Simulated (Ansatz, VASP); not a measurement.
Two plane-wave programs on Al2O3

```xyz
5
Lattice="2.9972 0.0000 0.0000 -1.4986 2.5957 0.0000 0.0000 0.0000 7.2261" Properties=species:S:1:pos:R:3 pbc="T T T"
Al    0.0000    0.0000    1.9430
Al    0.0000    0.0000    5.2832
O     0.0000    1.7304    1.3577
O     1.4986    0.8652    5.8685
O     0.0000    0.0000    3.6131
```

Alike in both runs: functional BLYP; dispersion D3(BJ); k mesh 12 × 12 × 4; no spin polarisation.

Ansatz relaxed the structure, and its values are those at the end. VASP's run is a single point on that final structure, the one shown.

|  | VASP | Ansatz |
| --- | --- | --- |
| version | VASP 6.6.1 | Ansatz 0.2.0 |
| potentials or method | VASP PAW PBE potentials, release 64 (Al, O), cutoff 520 eV | plane waves, PAW |
| occupations | gaussian, width 0.01 eV | fixed |
| valence electrons in the cell | 24 | 24 |

|  | VASP | Ansatz | Ansatz less VASP |
| --- | --- | --- | --- |
| pressure (GPa) | 0.7 | 0.0 | -0.74 |
| rms of the force components (eV/Å) | 0.042 | 0.000 | -0.0420 |

VASP's potentials were made for PBE, not for BLYP.
